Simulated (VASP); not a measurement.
# Eu (Im-3m) in VASP: single point with PBE+U

Aim: the single point of Eu with PBE+U.

Program: VASP 6.6.1. These are calculated values, not measurements. Logs are shortened: lines on timing, memory, paths and dates and some standing lists are left out, and cuts for length are marked.

**1. The cell of the first run**

The structure is cubic, space group Im-3m (No. 229). Conventional cell: a = 4.565 Å, b = 4.565 Å, c = 4.565 Å, α = 90.00°, β = 90.00°, γ = 90.00°. Eu (site symmetry m-3m) has 14 Eu at 3.95 to 4.56 Å within 5.2 Å.

**2. Single point, PBE+U, collinear spin, ferromagnetic start**

File INCAR:

```
SYSTEM = Eu
ALGO     = Fast           ! electronic algorithm
EDIFF    = 1E-6           ! SCF threshold, eV
ENCUT    = 520            ! plane-wave cutoff, eV
GGA      = PE             ! functional
ISIF     = 2              ! what is computed and relaxed
ISMEAR   = 0              ! smearing method
ISPIN    = 2              ! spin polarisation
LASPH    = .True.         ! aspherical terms in the spheres
LCHARG   = .True.         ! write CHGCAR
LDAU     = .True.         ! DFT+U
LDAUJ    = 0            
LDAUL    = 3              ! shell
LDAUPRINT= 1            
LDAUTYPE = 2            
LDAUU    = 6              ! U, eV
LELF     = .True.         ! ELF
LMAXMIX  = 6              ! l up to which the mixer works
LORBIT   = 11             ! projections on sites
LREAL    = .False.        ! projectors in reciprocal space
LVHAR    = .True.       
LWAVE    = .False.        ! write WAVECAR
MAGMOM   = 7.85           ! initial moments
NBANDS   = 18             ! bands
NELM     = 150            ! most SCF steps
PREC     = Accurate       ! precision mode
SIGMA    = 0.1            ! smearing width, eV
```

File KPOINTS:

```
k-points
0
Gamma
  6 6 12
  0 0 0
```

File POSCAR:

```
Eu
1.0
    4.5649291920      0.0000000000      0.0000000000
    0.0000000000      4.5649291920      0.0000000000
    2.2824645960     -2.2824645960      2.2824645960
Eu
1
Direct
    0.0000000000      0.0000000000      0.0000000000
```

Potentials or basis: VASP PAW PBE potentials, release 64 (Eu).

Started as:

```
> cat potpaw_PBE.64/Eu/POTCAR > POTCAR
> mpirun -np 1 vasp_std > vasp.out
```

OUTCAR:

```text
SYSTEM = Eu
   EDIFF = 1E-6
   ENCUT = 520
   GGA = PE
   ISIF = 2
   ISMEAR = 0
   ISPIN = 2
   LASPH = .True.
   LORBIT = 11
   LREAL = .False.
   NELM = 150
   PREC = Accurate

 ion  position               nearest neighbor table
   1  0.000  0.000  0.000-

  LATTYP: Found a body centered cubic cell.
 ALAT       =     4.5649291920

  Lattice vectors:

 A1 = (  -2.2824645960,   2.2824645960,  -2.2824645960)
 A2 = (  -2.2824645960,  -2.2824645960,   2.2824645960)
 A3 = (   2.2824645960,   2.2824645960,   2.2824645960)

Analysis of symmetry for initial positions (statically):
=====================================================================
 Subroutine PRICEL returns:
 Original cell was already a primitive cell.

 Routine SETGRP: Setting up the symmetry group for a
 body centered cubic supercell.

 Subroutine GETGRP returns: Found 48 space group operations
 (whereof 48 operations were pure point group operations)
 out of a pool of 48 trial point group operations.

The static configuration has the point symmetry O_h .

Analysis of symmetry for dynamics (positions and initial velocities):
=====================================================================
 Subroutine PRICEL returns:
 Original cell was already a primitive cell.

 Routine SETGRP: Setting up the symmetry group for a
 body centered cubic supercell.

 Subroutine GETGRP returns: Found 48 space group operations
 (whereof 48 operations were pure point group operations)
 out of a pool of 48 trial point group operations.

The dynamic configuration has the point symmetry O_h .

Analysis of structural, dynamic, and magnetic symmetry:
=====================================================================
 Subroutine PRICEL returns:
 Original cell was already a primitive cell.

 Routine SETGRP: Setting up the symmetry group for a
[... 180 lines left out ...]
  o =  0.0001  v =  0.0000  0.0000  0.0000  0.0000  0.0000  0.0000  0.0000 -0.0006 -0.0000 -0.0005  0.0000 -0.6124  0.0000  0.7906      0.0000  0.0000  0.0000  0.0000  0.0000  0.0000  0.0000  0.0000  0.0000  0.0000  0.0000  0.0000  0.0000  0.0000
  o =  0.9757  v = -0.0000 -0.0000  0.0000  0.0000 -0.0000 -1.0000 -0.0000  0.0000  0.0000  0.0000  0.0000  0.0000  0.0000  0.0000      0.0000  0.0000  0.0000  0.0000  0.0000  0.0000  0.0000  0.0000  0.0000  0.0000  0.0000  0.0000  0.0000  0.0000
  o =  0.9757  v =  0.0003 -0.0000 -0.0003 -0.0000 -0.7906  0.0000 -0.6124  0.0000  0.0000  0.0000  0.0000  0.0000  0.0000  0.0000      0.0000  0.0000  0.0000  0.0000  0.0000  0.0000  0.0000  0.0000  0.0000  0.0000  0.0000  0.0000  0.0000  0.0000
  o =  0.9757  v =  0.6124  0.0000 -0.7906  0.0000  0.0003 -0.0000  0.0003  0.0000  0.0000  0.0000  0.0000  0.0000  0.0000  0.0000      0.0000  0.0000  0.0000  0.0000  0.0000  0.0000  0.0000  0.0000  0.0000  0.0000  0.0000  0.0000  0.0000  0.0000
  o =  0.9771  v = -0.0000  1.0000  0.0000 -0.0000 -0.0000 -0.0000 -0.0000  0.0000  0.0000  0.0000  0.0000  0.0000  0.0000  0.0000      0.0000  0.0000  0.0000  0.0000  0.0000  0.0000  0.0000  0.0000  0.0000  0.0000  0.0000  0.0000  0.0000  0.0000
  o =  0.9777  v = -0.0000  0.0000 -0.0000 -0.0000 -0.6124  0.0000  0.7906  0.0000  0.0000  0.0000  0.0000  0.0000  0.0000  0.0000      0.0000  0.0000  0.0000  0.0000  0.0000  0.0000  0.0000  0.0000  0.0000  0.0000  0.0000  0.0000  0.0000  0.0000
  o =  0.9777  v =  0.7906  0.0000  0.6124 -0.0000 -0.0000  0.0000  0.0000  0.0000  0.0000  0.0000  0.0000  0.0000  0.0000  0.0000      0.0000  0.0000  0.0000  0.0000  0.0000  0.0000  0.0000  0.0000  0.0000  0.0000  0.0000  0.0000  0.0000  0.0000
  o =  0.9777  v = -0.0000 -0.0000 -0.0000 -1.0000  0.0000 -0.0000 -0.0000  0.0000  0.0000  0.0000  0.0000  0.0000  0.0000  0.0000      0.0000  0.0000  0.0000  0.0000  0.0000  0.0000  0.0000  0.0000  0.0000  0.0000  0.0000  0.0000  0.0000  0.0000

 number of electron      17.0000000 magnetization       7.0785542

 Free energy of the ion-electron system (eV)
  ---------------------------------------------------
  ext. energy  EPLUGINS =         0.00000000
  ---------------------------------------------------
  free energy    TOTEN  =       -10.74212866 eV

  energy without entropy =      -10.73823267  energy(sigma->0) =      -10.74018066

 E-fermi :   1.7525     XC(G=0):  -8.2974

 val. band max:        1.7489928521   @ k =  -0.3333   0.0000   0.2500
 cond. band min:       1.8503281061   @ k =   0.3333   0.5000   0.1667
 fundamental gap:      0.1013352540
 Fermi energy:         1.7524817545

 spin component 1

 k-point     1 :       0.0000    0.0000    0.0000
  band No.  band energies     occupation
      1     -39.3204      1.00000
      2     -18.0990      1.00000
      3     -18.0990      1.00000
      4     -18.0990      1.00000
      5      -2.3169      1.00000
      6      -0.3471      1.00000
[... 1001 lines left out ...]
     17      10.3608      0.00000
     18      11.2505      0.00000

 [... further k-points ...]

------------------------ aborting loop because EDIFF is reached ----------------------------------------

  FORCE on cell =-STRESS in cart. coord.  units (eV):
  Direction    XX          YY          ZZ          XY          YZ          ZX
  --------------------------------------------------------------------------------------
  -------------------------------------------------------------------------------------
  Total        0.0211744      0.0211744      0.0211744      0.0000000     -0.0000000     -0.0000000
  in kB        0.7132636      0.7132636      0.7132636      0.0000000     -0.0000000     -0.0000000
  external PRESSURE =       0.7132636 kB  Pullay stress =       0.0000000 kB

 VOLUME and BASIS-vectors are now :
 -----------------------------------------------------------------------------
  energy-cutoff  :      520.00
  volume of cell :       47.56
      direct lattice vectors                 reciprocal lattice vectors
     4.564929192  0.000000000  0.000000000     0.219061448  0.000000000 -0.219061448
     0.000000000  4.564929192  0.000000000     0.000000000  0.219061448  0.219061448
     2.282464596 -2.282464596  2.282464596     0.000000000  0.000000000  0.438122897

 POSITION                                       TOTAL-FORCE (eV/Angst)
 -----------------------------------------------------------------------------------
      0.00000      0.00000      0.00000         0.000000      0.000000      0.000000
 -----------------------------------------------------------------------------------
    total drift:                                0.000000     -0.000000      0.000000

  FREE ENERGIE OF THE ION-ELECTRON SYSTEM (eV)
  ---------------------------------------------------
  free  energy   TOTEN  =       -10.7421286626 eV

  energy  without entropy=      -10.7382326653  energy(sigma->0) =      -10.74018066

 total charge

# of ion       s       p       d       f       tot
--------------------------------------------------
    1        2.080   5.741   0.197   6.831  14.848

 magnetization (x)

# of ion       s       p       d       f       tot
--------------------------------------------------
    1       -0.008  -0.113   0.045   6.830   6.754
```

OSZICAR:

```text
N       E                     dE             d eps       ncg     rms          rms(c)
DAV:   1     0.114318315794E+03    0.11432E+03   -0.63738E+03  2640   0.395E+03
DAV:   2     0.126513003248E+02   -0.10167E+03   -0.91448E+02  2774   0.296E+02
DAV:   3    -0.368904943169E+01   -0.16340E+02   -0.16118E+02  3296   0.101E+02
DAV:   4    -0.531520717419E+01   -0.16262E+01   -0.16183E+01  4186   0.253E+01
[... 12 lines left out ...]
RMM: 128    -0.107421323405E+02   -0.39103E-05   -0.10710E-05  2510   0.151E-02    0.101E+00
RMM: 129    -0.107421308112E+02    0.15293E-05   -0.10858E-05  2179   0.159E-02    0.993E-01
RMM: 130    -0.107421464678E+02   -0.15657E-04   -0.20947E-06  2039   0.137E-02    0.107E+00
RMM: 131    -0.107421286195E+02    0.17848E-04   -0.20584E-04  2965   0.245E-02    0.100E+00
RMM: 132    -0.107421286626E+02   -0.43126E-07   -0.53660E-07  2260   0.149E-02
   1 F= -.10742129E+02 E0= -.10740181E+02  d E =-.389600E-02  mag=     7.0785
```

It took 5.5 min on 1 thread of Intel Xeon 6975P-C (Granite Rapids), shared host; peak memory 0.26 GiB.

What came out:

```
Free energy                                           : -10.7421 eV
Pressure                                              : 0.1 GPa
Net moment                                            : 7.08 μB per cell
Site moments                                          : Eu +6.75 μB
Valence electrons inside the program's atomic spheres : Eu 14.85
```

Eigenvalues of the final occupation matrices:
```csv
site,spin,trace,eigenvalues
site 1 f,1,6.84,0.98 0.98 0.98 0.98 0.98 0.98 0.98
site 1 f,2,0.00,0.00 0.00 0.00 0.00 0.00 0.00 0.00
```

Caveat: spin-orbit coupling is left out, which moves the levels of the heavy elements.
